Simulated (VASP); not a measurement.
Wanted: the native input for a VASP 6.6.1 run.

```
Task                   : single point
Functional             : LDA
Potentials or basis    : VASP PAW LDA potentials, release 64 (Re)
Cutoff                 : 520 eV
k mesh                 : 11 × 11 × 6
Occupations            : methfessel-paxton, width 0.1 eV
Spin                   : no spin polarisation
Dipole correction      : no
Further INCAR settings : ALGO = Normal; EDIFF = 1e-06; NBANDS = 14
```

The structure of Re lies in POSCAR:

```
Re
1.0
    2.7354209450      0.0000000000      0.0000000000
   -1.3677104725      2.3689440284      0.0000000000
    0.0000000000      0.0000000000      4.4122906899
Re
2
Direct
    0.3333333333      0.6666666667      0.2500000000
    0.6666666667      0.3333333333      0.7500000000
```

One way to write it, as run:

INCAR

```
PREC = Accurate ; ENCUT = 520
EDIFF = 1E-6 ; ISMEAR = 1
SIGMA = 0.1 ; LREAL = False
LASPH = True ; NELM = 80
ALGO = Normal ; ISIF = 2
LWAVE = False ; LCHARG = False
GGA = CA ; NBANDS = 14
```

KPOINTS

```
Automatic mesh
0
Gamma
  11 11 6
```

Potentials or basis: VASP PAW LDA potentials, release 64 (Re).

Command:

```console
$ cat potpaw_LDA.64/Re/POTCAR > POTCAR
$ mpirun -np 1 vasp_std > vasp.out
```

Results of the run:

```json
{"Pressure": "2.4 GPa", "Band gap on the k mesh": "zero (band 7 reaches 9.76 eV, above the bottom of band 8 at 6.39 eV)"}
```

Caveat: spin-orbit coupling is left out, which moves the levels of the heavy elements.

Wall time 17 s on 1 thread of Intel(R) Xeon(R) Platinum 8259CL CPU @ 2.50GHz (Skylake/Cascade Lake), on a shared host, peak memory 0.14 GiB.
